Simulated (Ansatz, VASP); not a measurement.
ZrSe2: VASP beside Ansatz

```xyz
3
Lattice="3.7894 0.0000 0.0000 -1.8947 3.2817 0.0000 0.0000 0.0000 6.1807" Properties=species:S:1:pos:R:3 pbc="T T T"
Zr    0.0000    0.0000    0.0000
Se    0.0000    2.1878    1.5683
Se    1.8947    1.0939    4.6124
```

Alike in both runs: task single point; functional HSE06; k mesh 6 × 6 × 2; no spin polarisation.

|  | VASP | Ansatz |
| --- | --- | --- |
| version | VASP 6.6.1 | Ansatz 0.2.0 |
| potentials or method | VASP PAW PBE potentials, release 64 (Zr_sv, Se) | plane waves, PAW |
| plane-wave cutoff (eV) | 400 | 420 |
| occupations | gaussian, width 0.01 eV | fixed |
| valence electrons in the cell | 24 | 44 |

VASP gave:

```
gap on the k mesh at the Fermi level (eV)                     : 0.97
pressure (GPa)                                                : 0.2
traceless stress, the component that is largest in VASP (GPa) : 0.32
rms of the force components (eV/Å)                            : 0.077
```

What did Ansatz give for the same quantities?

gap on the k mesh at the Fermi level (eV): 0.96; pressure (GPa): 0.3; traceless stress, the component that is largest in VASP (GPa): 0.35; rms of the force components (eV/Å): 0.069.

Atom by atom the forces differ by 0.008 eV/Å (rms over components). VASP's potentials hold 24 valence electrons a cell and Ansatz's 44, so a difference there can come from the potentials and not from the codes. Ansatz's warnings: stress exchange threshold loose, stress scf threshold loose.

The k mesh is coarse, so the values compare programs but aren't converged.
